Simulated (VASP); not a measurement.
A run of VASP 6.6.1 is set up as follows.

The input INCAR:

```
PREC = Accurate
ENCUT = 520
EDIFF = 1E-6
ISMEAR = -1
SIGMA = 0.08
LREAL = False
LASPH = True
NELM = 80
ALGO = Normal
ISIF = 2
LWAVE = False
LCHARG = False
NBANDS = 8
```

The input KPOINTS:

```
regular mesh
0
Gamma
  14 14 14
```

The input POSCAR:

```
Sb
1.0
   -1.6914363578      1.6914363578      1.6914363578
    1.6914363578     -1.6914363578      1.6914363578
    1.6914363578      1.6914363578     -1.6914363578
Sb
1
Direct
    0.0000000000      0.0000000000      0.0000000000
```

Potentials or basis: VASP PAW LDA potentials, release 64 (Sb).

The run is started by

```bash
$ cat potpaw_LDA.64/Sb/POTCAR > POTCAR
$ mpirun -np 1 vasp_std > vasp.out
```

Question: What does it give for the pressure?

Answer: 38.2 GPa.
